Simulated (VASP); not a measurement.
# Ga8AsP6 (a cell with a defect) in VASP: a series of runs

The runs below take Ga8AsP6 (a cell with a defect) through single point, with PBE.

Everything below comes from runs of VASP 6.6.1. Logs are shortened: lines on timing, memory, paths and dates and some standing lists are left out, and cuts for length are marked.

### 1 The cell of the first run

The cell holds a defect, 15 atoms: a = 7.785 Å, b = 7.785 Å, c = 7.785 Å, α = 60.00°, β = 60.00°, γ = 60.00°.

### 2 Single point, PBE

INCAR

```
PREC = Accurate ; ENCUT = 520
EDIFF = 1E-6 ; ISMEAR = 0
SIGMA = 0.02 ; LREAL = Auto
LASPH = T ; NELM = 80
ALGO = Normal ; ISIF = 2
LWAVE = F ; LCHARG = F
GGA = PE ; NBANDS = 82
```

KPOINTS

```
Automatic mesh
0
Gamma
  2 2 2
```

POSCAR

```
Ga8AsP6
1.0
   -5.5051169764      5.5051169764      0.0000000000
   -5.5051169764      0.0000000000      5.5051169764
    0.0000000000      5.5051169764      5.5051169764
Ga As P
8 1 6
Direct
    0.9555974056      0.9903485291      0.4903486178
    0.5637053696      0.9903486199      0.4903485269
    1.0190043234      0.4497170561      0.5122743099
    1.0190043234      1.0122744029     -0.0502830369
    0.4908471539      0.5168923771      0.5014133236
    0.4908471539      1.0014132349      0.0168924658
    1.0014604637      0.5038032819      0.0038031889
    0.4909330740      0.5038032819      0.0038031889
    0.3531348214      0.8968651386      0.3968652273
    0.8653910572      0.3747046627      0.3773985201
    0.8653910572      0.8773986131      0.8747045741
    0.3825057685      0.3747046627      0.3773985201
    0.3825056777      0.8773985223      0.8747046649
    0.8709974775      0.3790024824      0.8790025754
    0.3736748935      0.3763251551      0.8763250664
```

Potentials or basis: VASP PAW PBE potentials, release 64 (Ga_d, As, P).

Started as:

```console
cat potpaw_PBE.64/Ga_d/POTCAR potpaw_PBE.64/As/POTCAR potpaw_PBE.64/P/POTCAR > POTCAR
mpirun -np 1 vasp_std > vasp.out
```

OUTCAR:

```text
PREC = Accurate
   ENCUT = 520
   EDIFF = 1E-6
   ISMEAR = 0
   LREAL = Auto
   LASPH = T
   NELM = 80
   ISIF = 2
   GGA = PE

 ion  position               nearest neighbor table
   1  0.956  0.990  0.490-  11 2.47  10 2.47   9 2.58
   2  0.564  0.990  0.490-  12 2.47  13 2.47   9 2.58
   3  0.019  0.450  0.512-  12 2.33  10 2.33  14 2.36
   4  0.019  0.012  0.950-  13 2.33  11 2.33  14 2.36
   5  0.491  0.517  0.501-  12 2.38  10 2.38  15 2.39   9 2.42
   6  0.491  0.001  0.017-  11 2.38  13 2.38  15 2.39   9 2.42
   7  0.001  0.504  0.004-  15 2.37  11 2.38  10 2.38  14 2.42
   8  0.491  0.504  0.004-  15 2.37  13 2.38  12 2.38  14 2.42
   9  0.353  0.897  0.397-   5 2.42   6 2.42   2 2.58   1 2.58
  10  0.865  0.375  0.377-   3 2.33   7 2.38   5 2.38   1 2.47
  11  0.865  0.877  0.875-   4 2.33   7 2.38   6 2.38   1 2.47
  12  0.383  0.375  0.377-   3 2.33   8 2.38   5 2.38   2 2.47
  13  0.383  0.877  0.875-   4 2.33   8 2.38   6 2.38   2 2.47
  14  0.871  0.379  0.879-   4 2.36   3 2.36   7 2.42   8 2.42
  15  0.374  0.376  0.876-   8 2.37   7 2.37   5 2.39   6 2.39

  LATTYP: Found a face centered cubic cell.
 ALAT       =    11.0102339528

  Lattice vectors:

 A1 = (  -5.5051169764,   5.5051169764,   0.0000000000)
 A2 = (  -5.5051169764,   0.0000000000,   5.5051169764)
 A3 = (   0.0000000000,   5.5051169764,   5.5051169764)

Analysis of symmetry for initial positions (statically):
=====================================================================
 Subroutine PRICEL returns:
 Original cell was already a primitive cell.

 Routine SETGRP: Setting up the symmetry group for a
 face centered cubic supercell.

 Subroutine GETGRP returns: Found  4 space group operations
 (whereof  2 operations were pure point group operations)
 out of a pool of 48 trial point group operations.

The static configuration has the point symmetry C_1h.
 The point group associated with its full space group is C_2v.

Analysis of symmetry for dynamics (positions and initial velocities):
=====================================================================
 Subroutine PRICEL returns:
 Original cell was already a primitive cell.

 Routine SETGRP: Setting up the symmetry group for a
 face centered cubic supercell.

 Subroutine GETGRP returns: Found  4 space group operations
 (whereof  2 operations were pure point group operations)
 out of a pool of 48 trial point group operations.

The dynamic configuration has the point symmetry C_1h.
 The point group associated with its full space group is C_2v.

 Subroutine INISYM returns: Found  4 space group operations
 (whereof  2 operations are pure point group operations),
 and found     1 'primitive' translations

----------------------------------------------------------------------------------------

                                     Primitive cell

  volume of cell :     333.6796

  direct lattice vectors                    reciprocal lattice vectors
    -5.505116976  5.505116976  0.000000000    -0.090824591  0.090824591 -0.090824591
    -5.505116976  0.000000000  5.505116976    -0.090824591 -0.090824591  0.090824591
     0.000000000  5.505116976  5.505116976     0.090824591  0.090824591  0.090824591

  length of vectors
     7.785411090  7.785411090  7.785411090     0.157312807  0.157312807  0.157312807

  position of ions in fractional coordinates (direct lattice)
     0.955597406  0.990348529  0.490348618
     0.563705370  0.990348620  0.490348527
     0.019004323  0.449717056  0.512274310
     0.019004323  0.012274403  0.949716963
     0.490847154  0.516892377  0.501413324
     0.490847154  0.001413235  0.016892466
     0.001460464  0.503803282  0.003803189
     0.490933074  0.503803282  0.003803189
     0.353134821  0.896865139  0.396865227
     0.865391057  0.374704663  0.377398520
     0.865391057  0.877398613  0.874704574
     0.382505769  0.374704663  0.377398520
     0.382505678  0.877398522  0.874704665
     0.870997477  0.379002482  0.879002575
     0.373674894  0.376325155  0.876325066

  ion indices of the primitive-cell ions
   primitive index   ion index
                 1           1
                 2           2
                 3           3
                 4           4
                 5           5
                 6           6
                 7           7
                 8           8
                 9           9
                10          10
                11          11
                12          12
                13          13
                14          14
                15          15

----------------------------------------------------------------------------------------

 KPOINTS: Automatic mesh

Automatic generation of k-mesh.
 Grid dimensions read from file:
 generate k-points for:    2    2    2

 Generating k-lattice:

  Cartesian coordinates                     Fractional coordinates (reciprocal lattice)
    -0.045412296  0.045412296 -0.045412296     0.500000000  0.000000000  0.000000000
    -0.045412296 -0.045412296  0.045412296     0.000000000  0.500000000  0.000000000
     0.045412296  0.045412296  0.045412296     0.000000000  0.000000000  0.500000000

  Length of vectors
     0.078656403  0.078656403  0.078656403

  Shift w.r.t. Gamma in fractional coordinates (k-lattice)
     0.000000000  0.000000000  0.000000000

 Subroutine IBZKPT returns following result:
 ===========================================

 Found      5 irreducible k-points:

 Following reciprocal coordinates:
            Coordinates               Weight
  0.000000  0.000000  0.000000      1.000000
  0.500000  0.000000  0.000000      2.000000
  0.000000  0.500000  0.000000      2.000000
  0.500000  0.500000  0.000000      2.000000
  0.000000  0.500000  0.500000      1.000000
   k-points           NKPTS =      5   k-points in BZ     NKDIM =      5   number of bands    NBANDS=     82
   number of dos      NEDOS =    301   number of ions     NIONS =     15
   total plane-waves  NPLWV = 216000
   dimension x,y,z NGX =    60 NGY =   60 NGZ =   60
   dimension x,y,z NGXF=   120 NGYF=  120 NGZF=  120
   ions per type =               8   1   6
   NGX,Y,Z   is equivalent  to a cutoff of  12.81, 12.81, 12.81 a.u.
   NGXF,Y,Z  is equivalent  to a cutoff of  25.62, 25.62, 25.62 a.u.
 SYSTEM =  unknown system
   PREC   = accura    normal or accurate (medium, high low for compatibility)
   ISTART =      0    job   : 0-new  1-cont  2-samecut
   ICHARG =      2    charge: 1-file 2-atom 10-const
   ISPIN  =      1    spin polarized calculation?
   LNONCOLLINEAR =      F non collinear calculations
   LSORBIT =      F    spin-orbit coupling
   LASPH  =      T    aspherical Exc in radial PAW
   ENCUT  =  520.0 eV  38.22 Ry    6.18 a.u.  14.48 14.48 14.48*2*pi/ulx,y,z
   NELM   =     80;   NELMIN=  2; NELMDL= -5     # of ELM steps
   EDIFF  = 0.1E-05   stopping-criterion for ELM
   LREAL  =      T    real-space projection
   EDIFFG = 0.1E-04   stopping-criterion for IOM
   NSW    =      0    number of steps for IOM
   IBRION =     -1    ionic relax: 0-MD 1-quasi-New 2-CG
   NFREE  =      0    steps in history (QN), initial steepest desc. (CG)
   ISIF   =      2    stress and relaxation
   ISYM   =      2    0-nonsym 1-usesym 2-fastsym
   POTIM  = 0.5000    time-step for ionic-motion
   TEBEG  =    0.0;   TEEND  =   0.0 temperature during run
   PSTRESS=    0.0 pullay stress
   NELECT =     139.0000    total number of electrons
   NUPDOWN=      -1.0000    fix difference up-down
   EMIN   =  10.00;   EMAX   =-10.00  energy-range for DOS
   EFERMI =   0.00;   METHOD = LEGACY
   ISMEAR =     0;   SIGMA  =   0.02  broadening in eV -4-tet -1-fermi 0-gaus
   EFERMI_NEDOS =   21; number of points for ismear=-14 and -15
   IALGO  =     38    algorithm
   IMIX   =      4    mixing-type and parameters
     AMIX     =   0.40;   BMIX     =  1.00
     AMIX_MAG =   1.60;   BMIX_MAG =  1.00
  volume/ion in A,a.u.               =      22.25       150.12
  Fermi-wavevector in a.u.,A,eV,Ry     =   1.222653  2.310479 20.339082  1.494880
  Thomas-Fermi vector in A             =   2.357792
   LORBIT       =      0    0 simple, 1 ext, 2 COOP (PROOUT), +10 PAW based schemes
   GGA     = PE    functional components
   LHFCALC =     F    Hartree Fock is set to
   AEXX    =    0.0000 exact exchange contribution
   IVDW    =     0    specifies the selected vdW correction
   LEPSILON=     F    determine dielectric tensor
   LRPA    =     F    only Hartree local field effects (RPA)
 non-spin polarized calculation
 Gauss-broadening in eV      SIGMA  =   0.02
  energy-cutoff  :      520.00
  volume of cell :      333.68
 maximum number of plane-waves:      9089
 NGX is ok and might be reduce to    60
   NGX = 29   NGY = 29   NGZ = 29

 number of electron     139.0000004 magnetization

 Free energy of the ion-electron system (eV)
  ---------------------------------------------------
  ext. energy  EPLUGINS =         0.00000000
  ---------------------------------------------------
  free energy    TOTEN  =       -63.36516125 eV

  energy without entropy =      -63.36516125  energy(sigma->0) =      -63.36516125

 E-fermi :   3.8394     XC(G=0):  -9.4737

 val. band max:        3.7123714895   @ k =   0.0000   0.0000   0.0000
 cond. band min:       4.0801308648   @ k =   0.0000   0.5000   0.5000
 fundamental gap:      0.3677593753
 Fermi energy:         3.8393808532

 k-point     1 :       0.0000    0.0000    0.0000
  band No.  band energies     occupation
      1     -11.0922      2.00000
      2     -11.0734      2.00000
      3     -11.0585      2.00000
      4     -11.0189      2.00000
      5     -11.0156      2.00000
      6     -10.9885      2.00000
[... 73 lines left out ...]
     80       7.1901      0.00000
     81       7.5238      0.00000

 k-point     2 :       0.5000    0.0000    0.0000
  band No.  band energies     occupation
      1     -11.0902      2.00000
      2     -11.0717      2.00000
      3     -11.0569      2.00000
      4     -11.0175      2.00000
      5     -11.0135      2.00000
      6     -10.9882      2.00000
[... 73 lines left out ...]
     80       8.2132      0.00000
     81       8.5450      0.00000

 k-point     3 :       0.0000    0.5000    0.0000
  band No.  band energies     occupation
      1     -11.0897      2.00000
      2     -11.0706      2.00000
      3     -11.0576      2.00000
      4     -11.0195      2.00000
      5     -11.0124      2.00000
      6     -10.9908      2.00000
[... 73 lines left out ...]
     80       8.3451      0.00000
     81       8.3948      0.00000

 k-point     4 :       0.5000    0.5000    0.0000
  band No.  band energies     occupation
      1     -11.0894      2.00000
      2     -11.0699      2.00000
      3     -11.0570      2.00000
      4     -11.0189      2.00000
      5     -11.0119      2.00000
      6     -10.9906      2.00000
[... 73 lines left out ...]
     80       8.4939      0.00000
     81       8.7558      0.00000

 k-point     5 :       0.0000    0.5000    0.5000
  band No.  band energies     occupation
      1     -11.0888      2.00000
      2     -11.0713      2.00000
      3     -11.0566      2.00000
      4     -11.0171      2.00000
      5     -11.0128      2.00000
      6     -10.9883      2.00000
[... 73 lines left out ...]
     80       8.5513      0.00000
     81       8.7843      0.00000
 [bands above 81 left out]

------------------------ aborting loop because EDIFF is reached ----------------------------------------

  FORCE on cell =-STRESS in cart. coord.  units (eV):
  Direction    XX          YY          ZZ          XY          YZ          ZX
  --------------------------------------------------------------------------------------
  -------------------------------------------------------------------------------------
  Total        0.1379484      0.1379484      1.0004030      2.9425952      0.0000000      0.0000000
  in kB        0.6623654      0.6623654      4.8034791     14.1290010      0.0000000      0.0000000
  external PRESSURE =       2.0427367 kB  Pullay stress =       0.0000000 kB

 VOLUME and BASIS-vectors are now :
 -----------------------------------------------------------------------------
  energy-cutoff  :      520.00
  volume of cell :      333.68
      direct lattice vectors                 reciprocal lattice vectors
    -5.505116976  5.505116976  0.000000000    -0.090824591  0.090824591 -0.090824591
    -5.505116976  0.000000000  5.505116976    -0.090824591 -0.090824591  0.090824591
     0.000000000  5.505116976  5.505116976     0.090824591  0.090824591  0.090824591

 POSITION                                       TOTAL-FORCE (eV/Angst)
 -----------------------------------------------------------------------------------
    -10.71266      7.96010      8.15141         0.002759     -0.002759      0.001361
     -8.55525      5.80269      8.15141        -0.002759      0.002759      0.001361
     -2.58037      2.92475      5.29588         0.001037      0.001037     -0.000218
     -0.17219      5.33292      5.29588        -0.001037     -0.001037     -0.000218
     -5.54772      5.46251      5.60589         0.013868      0.013868     -0.019251
     -2.70995      2.79517      0.10078        -0.013868     -0.013868     -0.019251
     -2.78154      0.02898      2.79443         0.002873     -0.002873     -0.001114
     -5.47614      2.72358      2.79443        -0.002873      0.002873     -0.001114
     -6.88140      4.12884      7.12214        -0.000000      0.000000      0.030492
     -6.82687      6.84170      4.14042        -0.002708     -0.001075     -0.001788
     -9.59426      9.57943      9.64553         0.001075      0.002708     -0.001788
     -4.16853      4.18336      4.14042        -0.001075     -0.002708     -0.001788
     -6.93592      6.92109      9.64553         0.002708      0.001075     -0.001788
     -6.88140      9.63395      6.92547         0.000000     -0.000000      0.002522
     -4.12884      6.88140      6.89599         0.000000     -0.000000      0.012582
 -----------------------------------------------------------------------------------
    total drift:                                0.001081      0.001414      0.005731

  FREE ENERGIE OF THE ION-ELECTRON SYSTEM (eV)
  ---------------------------------------------------
  free  energy   TOTEN  =       -63.3651612474 eV

  energy  without entropy=      -63.3651612474  energy(sigma->0) =      -63.36516125
```

Wall time 4.1 min (1 thread of AMD EPYC 7R13 (Zen 3), shared host); peak memory 0.49 GiB.

What came out:

| Item | Value |
| --- | --- |
| Free energy | -63.3652 eV |
| Pressure | 0.2 GPa |
| Largest force | 0.030 eV/Å |
| Band gap on the k mesh | zero (an odd number of electrons rules out a gap without spin polarisation) |

Forces on the atoms (eV/Å):
```
Ga   0.003 -0.003  0.001
Ga  -0.003  0.003  0.001
Ga   0.001  0.001  0.000
Ga  -0.001 -0.001  0.000
Ga   0.014  0.014 -0.019
Ga  -0.014 -0.014 -0.019
Ga   0.003 -0.003 -0.001
Ga  -0.003  0.003 -0.001
As   0.000  0.000  0.030
P   -0.003 -0.001 -0.002
P    0.001  0.003 -0.002
P   -0.001 -0.003 -0.002
P    0.003  0.001 -0.002
P    0.000  0.000  0.003
P    0.000  0.000  0.013
```

Stress tensor (GPa, compression positive):
```
0.07 1.41 0.00
1.41 0.07 0.00
0.00 0.00 0.48
```

Caveat: the k points lie up to 0.49 Å⁻¹ apart, too coarse for converged energies and pressures of a metal.

[end of part 1 of 2]
